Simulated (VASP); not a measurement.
# AlPt (P2_13) in VASP: notebook, part 2 of 2

VASP 6.6.1.

## 3. Single point, r2SCAN

This run uses another cell than the first one, of 14.51 Å³/atom.

Input file POSCAR:

```
AlPt
1.0
    4.8779559473      0.0000000000      0.0000000000
    0.0000000000      4.8779559473      0.0000000000
    0.0000000000      0.0000000000      4.8779559473
Al Pt
4 4
Direct
    0.8441149784      0.8441149784      0.8441149784
    0.6558850216      0.1558850216      0.3441149784
    0.3441149784      0.6558850216      0.1558850216
    0.1558850216      0.3441149784      0.6558850216
    0.1549404029      0.1549404029      0.1549404029
    0.3450595971      0.8450595971      0.6549404029
    0.6549404029      0.3450595971      0.8450595971
    0.8450595971      0.6549404029      0.3450595971
```

Input file INCAR.step1:

```
ALGO = Normal
EDIFF = 1E-4
ENCUT = 520
GGA = PE
ISMEAR = 0
LASPH = True
LCHARG = False
LREAL = False
LWAVE = True
NBANDS = 36
NELM = 100
PREC = Accurate
SIGMA = 0.1
```

Input file INCAR.step2:

```
ALGO = Normal
EDIFF = 1E-7
ENCUT = 520
ISIF = 2
ISMEAR = 0
ISTART = 1
LASPH = True
LCHARG = True
LELF = True
LMIXTAU = True
LREAL = False
LVHAR = True
LWAVE = False
METAGGA = R2SCAN
NBANDS = 36
NELM = 100
PREC = Accurate
SIGMA = 0.1
```

Input file KPOINTS:

```
k-points
0
Gamma
  8 8 8
```

Potentials or basis: VASP PAW PBE potentials, release 64 (Al, Pt).

Command:

```bash
> cat potpaw_PBE.64/Al/POTCAR potpaw_PBE.64/Pt/POTCAR > POTCAR
> cp INCAR.step1 INCAR
> mpirun -np 1 vasp_std > vasp.out
> cp INCAR.step2 INCAR
> mpirun -np 1 vasp_std > vasp.out
```

OUTCAR:

```text
EDIFF = 1E-7
   ENCUT = 520
   ISIF = 2
   ISMEAR = 0
   ISTART = 1
   LASPH = True
   LREAL = False
   METAGGA = R2SCAN
   NELM = 100
   PREC = Accurate

 ion  position               nearest neighbor table
   1  0.844  0.844  0.844-   6 2.60   7 2.60   8 2.60   6 2.61   7 2.61   8 2.61   5 2.63   4 3.02
                             4 3.02   2 3.02   2 3.02   3 3.02   3 3.02
   2  0.656  0.156  0.344-   5 2.60   7 2.60   8 2.60   7 2.61   8 2.61   5 2.61   6 2.63   3 3.02
                             3 3.02   1 3.02   4 3.02   4 3.02   1 3.02
   3  0.344  0.656  0.156-   5 2.60   6 2.60   8 2.60   8 2.61   6 2.61   5 2.61   7 2.63   2 3.02
                             2 3.02   1 3.02   4 3.02   4 3.02   1 3.02
   4  0.156  0.344  0.656-   5 2.60   6 2.60   7 2.60   6 2.61   5 2.61   7 2.61   8 2.63   1 3.02
                             1 3.02   2 3.02   3 3.02   2 3.02   3 3.02
   5  0.155  0.155  0.155-   2 2.60   3 2.60   4 2.60   2 2.61   3 2.61   4 2.61   1 2.63   6 3.02
                             7 3.02   8 3.02   6 3.02   8 3.02   7 3.02
   6  0.345  0.845  0.655-   1 2.60   3 2.60   4 2.60   3 2.61   4 2.61   1 2.61   2 2.63   8 3.02
                             5 3.02   5 3.02   7 3.02   7 3.02   8 3.02
   7  0.655  0.345  0.845-   1 2.60   2 2.60   4 2.60   4 2.61   2 2.61   1 2.61   3 2.63   8 3.02
                             5 3.02   8 3.02   6 3.02   6 3.02   5 3.02
   8  0.845  0.655  0.345-   1 2.60   2 2.60   3 2.60   2 2.61   1 2.61   3 2.61   4 2.63   7 3.02
                             5 3.02   7 3.02   5 3.02   6 3.02   6 3.02

  LATTYP: Found a simple cubic cell.
 ALAT       =     4.8779559473

  Lattice vectors:

 A1 = (   4.8779559473,   0.0000000000,   0.0000000000)
 A2 = (   0.0000000000,   4.8779559473,   0.0000000000)
 A3 = (   0.0000000000,   0.0000000000,   4.8779559473)

Analysis of symmetry for initial positions (statically):
=====================================================================
 Subroutine PRICEL returns:
 Original cell was already a primitive cell.

 Routine SETGRP: Setting up the symmetry group for a
 simple cubic supercell.

 Subroutine GETGRP returns: Found 12 space group operations
 (whereof  3 operations were pure point group operations)
 out of a pool of 48 trial point group operations.

The static configuration has the point symmetry C_3 .
 The point group associated with its full space group is T   .

Analysis of symmetry for dynamics (positions and initial velocities):
=====================================================================
 Subroutine PRICEL returns:
 Original cell was already a primitive cell.

 Routine SETGRP: Setting up the symmetry group for a
 simple cubic supercell.

 Subroutine GETGRP returns: Found 12 space group operations
 (whereof  3 operations were pure point group operations)
 out of a pool of 48 trial point group operations.

The dynamic configuration has the point symmetry C_3 .
 The point group associated with its full space group is T   .

 Subroutine INISYM returns: Found 12 space group operations
 (whereof  3 operations are pure point group operations),
 and found     1 'primitive' translations

----------------------------------------------------------------------------------------

                                     Primitive cell

[... 64 lines left out ...]
  0.125000  0.125000  0.000000     12.000000
[... 16 lines left out ...]
  0.250000  0.125000  0.125000     24.000000
  0.375000  0.125000  0.125000     24.000000
 [... further k-points ...]
   k-points           NKPTS =     45   k-points in BZ     NKDIM =     45   number of bands    NBANDS=     36
   number of dos      NEDOS =    301   number of ions     NIONS =      8
   total plane-waves  NPLWV =  46656
   dimension x,y,z NGX =    36 NGY =   36 NGZ =   36
   dimension x,y,z NGXF=    72 NGYF=   72 NGZF=   72
   ions per type =               4   4
   NGX,Y,Z   is equivalent  to a cutoff of  12.27, 12.27, 12.27 a.u.
   NGXF,Y,Z  is equivalent  to a cutoff of  24.54, 24.54, 24.54 a.u.
 SYSTEM =  unknown system
   PREC   = accura    normal or accurate (medium, high low for compatibility)
   ISTART =      1    job   : 0-new  1-cont  2-samecut
   ICHARG =      0    charge: 1-file 2-atom 10-const
   ISPIN  =      1    spin polarized calculation?
   LNONCOLLINEAR =      F non collinear calculations
   LSORBIT =      F    spin-orbit coupling
   LASPH  =      T    aspherical Exc in radial PAW
   ENCUT  =  520.0 eV  38.22 Ry    6.18 a.u.   9.07  9.07  9.07*2*pi/ulx,y,z
   NELM   =    100;   NELMIN=  2; NELMDL=  0     # of ELM steps
   EDIFF  = 0.1E-06   stopping-criterion for ELM
   LREAL  =      F    real-space projection
   EDIFFG = 0.1E-05   stopping-criterion for IOM
   NSW    =      0    number of steps for IOM
   IBRION =     -1    ionic relax: 0-MD 1-quasi-New 2-CG
   NFREE  =      0    steps in history (QN), initial steepest desc. (CG)
   ISIF   =      2    stress and relaxation
   ISYM   =      2    0-nonsym 1-usesym 2-fastsym
   POTIM  = 0.5000    time-step for ionic-motion
   TEBEG  =    0.0;   TEEND  =   0.0 temperature during run
   PSTRESS=    0.0 pullay stress
   NELECT =      52.0000    total number of electrons
   NUPDOWN=      -1.0000    fix difference up-down
   EMIN   =  10.00;   EMAX   =-10.00  energy-range for DOS
   EFERMI =   0.00;   METHOD = LEGACY
   ISMEAR =     0;   SIGMA  =   0.10  broadening in eV -4-tet -1-fermi 0-gaus
   EFERMI_NEDOS =   21; number of points for ismear=-14 and -15
   IALGO  =     38    algorithm
   IMIX   =      4    mixing-type and parameters
     AMIX     =   0.40;   BMIX     =  1.00
     AMIX_MAG =   1.60;   BMIX_MAG =  1.00
  volume/ion in A,a.u.               =      14.51        97.91
  Fermi-wavevector in a.u.,A,eV,Ry     =   1.252674  2.367211 21.350156  1.569192
  Thomas-Fermi vector in A             =   2.386563
   LORBIT       =      0    0 simple, 1 ext, 2 COOP (PROOUT), +10 PAW based schemes
   METAGGA = R2SCAN    functional components
   LHFCALC =     F    Hartree Fock is set to
   AEXX    =    0.0000 exact exchange contribution
   IVDW    =     0    specifies the selected vdW correction
   LEPSILON=     F    determine dielectric tensor
   LRPA    =     F    only Hartree local field effects (RPA)
 non-spin polarized calculation
 Gauss-broadening in eV      SIGMA  =   0.10
  energy-cutoff  :      520.00
  volume of cell :      116.07
 maximum number of plane-waves:      3178
   NGX = 19   NGY = 19   NGZ = 19

 number of electron      51.9999993 magnetization

 Free energy of the ion-electron system (eV)
  ---------------------------------------------------
  ext. energy  EPLUGINS =         0.00000000
  ---------------------------------------------------
  free energy    TOTEN  =      -241.92696721 eV

  energy without entropy =     -241.91902658  energy(sigma->0) =     -241.92299689

 E-fermi :  10.3720     XC(G=0): -13.1739

 val. band max:       10.3569122258   @ k =   0.3750   0.3750   0.0000
 cond. band min:      10.3941270260   @ k =   0.5000   0.3750   0.3750
 fundamental gap:      0.0372148002
 Fermi energy:        10.3719941012

 k-point     1 :       0.0000    0.0000    0.0000
  band No.  band energies     occupation
      1      -1.3750      2.00000
      2       3.1563      2.00000
      3       3.1563      2.00000
      4       3.1563      2.00000
      5       4.6679      2.00000
      6       4.6679      2.00000
[... 925 lines left out ...]
     35      16.4462      0.00000
     36      17.6396      0.00000

 [... further k-points ...]

------------------------ aborting loop because EDIFF is reached ----------------------------------------

  FORCE on cell =-STRESS in cart. coord.  units (eV):
  Direction    XX          YY          ZZ          XY          YZ          ZX
  --------------------------------------------------------------------------------------
  -------------------------------------------------------------------------------------
  Total       -0.0571598     -0.0571598     -0.0571598      0.0000000     -0.0000000      0.0000000
  in kB       -0.7890200     -0.7890200     -0.7890200      0.0000000     -0.0000000      0.0000000
  external PRESSURE =      -0.7890200 kB  Pullay stress =       0.0000000 kB

 VOLUME and BASIS-vectors are now :
 -----------------------------------------------------------------------------
  energy-cutoff  :      520.00
  volume of cell :      116.07
      direct lattice vectors                 reciprocal lattice vectors
     4.877955947  0.000000000  0.000000000     0.205003901  0.000000000  0.000000000
     0.000000000  4.877955947  0.000000000     0.000000000  0.205003901  0.000000000
     0.000000000  0.000000000  4.877955947     0.000000000  0.000000000  0.205003901

 POSITION                                       TOTAL-FORCE (eV/Angst)
 -----------------------------------------------------------------------------------
      4.11756      4.11756      4.11756         0.003353      0.003353      0.003353
      3.19938      0.76040      1.67858        -0.003353     -0.003353      0.003353
      1.67858      3.19938      0.76040         0.003353     -0.003353     -0.003353
      0.76040      1.67858      3.19938        -0.003353      0.003353     -0.003353
      0.75579      0.75579      0.75579         0.002923      0.002923      0.002923
      1.68319      4.12216      3.19477        -0.002923     -0.002923      0.002923
      3.19477      1.68319      4.12216         0.002923     -0.002923     -0.002923
      4.12216      3.19477      1.68319        -0.002923      0.002923     -0.002923
 -----------------------------------------------------------------------------------
    total drift:                               -0.000000     -0.000000      0.000000

  FREE ENERGIE OF THE ION-ELECTRON SYSTEM (eV)
  ---------------------------------------------------
  free  energy   TOTEN  =      -241.9269672123 eV

  energy  without entropy=     -241.9190265757  energy(sigma->0) =     -241.92299689
```

Wall time 11 min (1 thread of Intel Xeon 8259CL, shared host); peak memory 0.32 GiB.

What came out:

* Free energy: -241.9270 eV
* Pressure: -0.1 GPa
* Largest force: 0.006 eV/Å
* Band gap on the k mesh: zero (bands 26 and 27 overlap by 1.21 eV)

Forces on the atoms (eV/Å):
```
Al   0.003  0.003  0.003
Al  -0.003 -0.003  0.003
Al   0.003 -0.003 -0.003
Al  -0.003  0.003 -0.003
Pt   0.003  0.003  0.003
Pt  -0.003 -0.003  0.003
Pt   0.003 -0.003 -0.003
Pt  -0.003  0.003 -0.003
```

Levels at points of the mesh, in eV from the Fermi level:
```csv
k point,band 22,band 23,band 24,band 25,band 26,band 27,band 28,band 29,band 30,band 31
"(0.00, 0.00, 0.00)",-1.84,-1.84,-1.84,-0.22,-0.22,-0.22,4.54,4.54,4.54,4.62
"(0.50, 0.00, 0.00)",-2.43,-1.57,-1.57,-0.71,-0.71,1.33,1.33,2.97,2.97,4.85
"(0.50, 0.50, 0.00)",-2.51,-2.31,-2.31,0.37,0.37,1.43,1.43,3.04,3.04,3.55
"(0.50, 0.50, 0.50)",-2.60,-2.60,-2.60,-0.83,-0.83,-0.83,-0.83,7.11,7.11,7.11
```

Caveat: the PAW data sets were made with another functional, which shifts forces and pressure a little; spin-orbit coupling is left out, which moves the levels of the heavy elements.

## 4. Single point, r2SCAN (14.94 Å³/atom)

This run uses another cell than the first one, of 14.94 Å³/atom.

Input file POSCAR:

```
AlPt
1.0
    4.9262556820      0.0000000000      0.0000000000
    0.0000000000      4.9262556820      0.0000000000
    0.0000000000      0.0000000000      4.9262556820
Al Pt
4 4
Direct
    0.8438182483      0.8438182483      0.8438182483
    0.6561817517      0.1561817517      0.3438182483
    0.3438182483      0.6561817517      0.1561817517
    0.1561817517      0.3438182483      0.6561817517
    0.1550270966      0.1550270966      0.1550270966
    0.3449729034      0.8449729034      0.6550270966
    0.6550270966      0.3449729034      0.8449729034
    0.8449729034      0.6550270966      0.3449729034
```

Input file INCAR.step1:

```
SYSTEM = AlPt
PREC     = Accurate       ! precision mode
ENCUT    = 520            ! plane-wave cutoff, eV
ISMEAR   = 0              ! smearing method
SIGMA    = 0.1            ! smearing width, eV
LREAL    = .False.        ! projectors in reciprocal space
LASPH    = .True.         ! aspherical terms in the spheres
NELM     = 100            ! most SCF steps
NBANDS   = 36             ! bands
GGA      = PE             ! functional
ALGO     = Normal         ! electronic algorithm
EDIFF    = 1E-4           ! SCF threshold, eV
LWAVE    = .True.         ! write WAVECAR
LCHARG   = .False.        ! write CHGCAR
```

Input file INCAR.step2:

```
SYSTEM = AlPt
PREC     = Accurate       ! precision mode
ENCUT    = 520            ! plane-wave cutoff, eV
EDIFF    = 1E-7           ! SCF threshold, eV
ISMEAR   = 0              ! smearing method
SIGMA    = 0.1            ! smearing width, eV
LREAL    = .False.        ! projectors in reciprocal space
LASPH    = .True.         ! aspherical terms in the spheres
NELM     = 100            ! most SCF steps
ALGO     = Normal         ! electronic algorithm
ISIF     = 2              ! what is computed and relaxed
LWAVE    = .False.        ! write WAVECAR
LCHARG   = .False.        ! write CHGCAR
METAGGA  = R2SCAN         ! meta-GGA
LMIXTAU  = .True.       
NBANDS   = 36             ! bands
ISTART   = 1
```

Input file KPOINTS:

```
Automatic mesh
0
Gamma
  8 8 8
  0 0 0
```

Command:

```bash
> cat potpaw_PBE.64/Al/POTCAR potpaw_PBE.64/Pt/POTCAR > POTCAR
> cp INCAR.step1 INCAR
> mpirun -np 1 vasp_std > vasp.out
> cp INCAR.step2 INCAR
> mpirun -np 1 vasp_std > vasp.out
```

It took 15 min on 1 thread of Intel Xeon 8259CL, shared host; peak memory 0.35 GiB.

The run converged. Its results:

```
Free energy            : -241.8624 eV
Pressure               : -5.7 GPa
Largest force          : 0.007 eV/Å
Band gap on the k mesh : zero (bands 26 and 27 overlap by 1.21 eV)
```

Forces in eV/Å, atoms in the order of the input:
```
Al  -0.001 -0.001 -0.001
Al   0.001  0.001 -0.001
Al  -0.001  0.001  0.001
Al   0.001 -0.001  0.001
Pt   0.004  0.004  0.004
Pt  -0.004 -0.004  0.004
Pt   0.004 -0.004 -0.004
Pt  -0.004  0.004 -0.004
```

Levels at points of the mesh, in eV from the Fermi level:
| k point | band 23 | band 24 | band 25 | band 26 | band 27 | band 28 | band 29 | band 30 |
| --- | --- | --- | --- | --- | --- | --- | --- | --- |
| (0.00, 0.00, 0.00) | -1.78 | -1.78 | -0.22 | -0.22 | -0.22 | 4.42 | 4.42 | 4.42 |
| (0.50, 0.00, 0.00) | -1.53 | -1.53 | -0.68 | -0.68 | 1.27 | 1.27 | 2.84 | 2.84 |
| (0.50, 0.50, 0.00) | -2.24 | -2.24 | 0.38 | 0.38 | 1.38 | 1.38 | 2.93 | 2.93 |
| (0.50, 0.50, 0.50) | -2.52 | -2.52 | -0.82 | -0.82 | -0.82 | -0.82 | 7.00 | 7.00 |

Caveat: the cell stands under tension; the PAW data sets were made with another functional, which shifts forces and pressure a little; spin-orbit coupling is left out, which moves the levels of the heavy elements.

## 5. Summary

```csv
cell,gap on the mesh (eV),pressure (GPa),largest force (eV/Å)
"a = 4.829 Å, 8 atoms",none,6.6,0.01
"a = 4.878 Å, 8 atoms",none,-0.1,0.01
"a = 4.926 Å, 8 atoms",none,-5.7,0.01
```

Alike in all rows: task single point; level r2SCAN; potentials or basis VASP PAW PBE potentials, release 64 (Al, Pt); no spin polarisation; k mesh 8 × 8 × 8; cutoff (eV) 520; smearing gaussian 0.1 eV.

Caveats: the PAW data sets were made with another functional, which shifts forces and pressure a little; spin-orbit coupling is left out, which moves the levels of the heavy elements; the cell stands under pressure (at least some runs); the cell stands under tension (at least some runs).

Absolute energies hang on the potentials; compare differences alone.
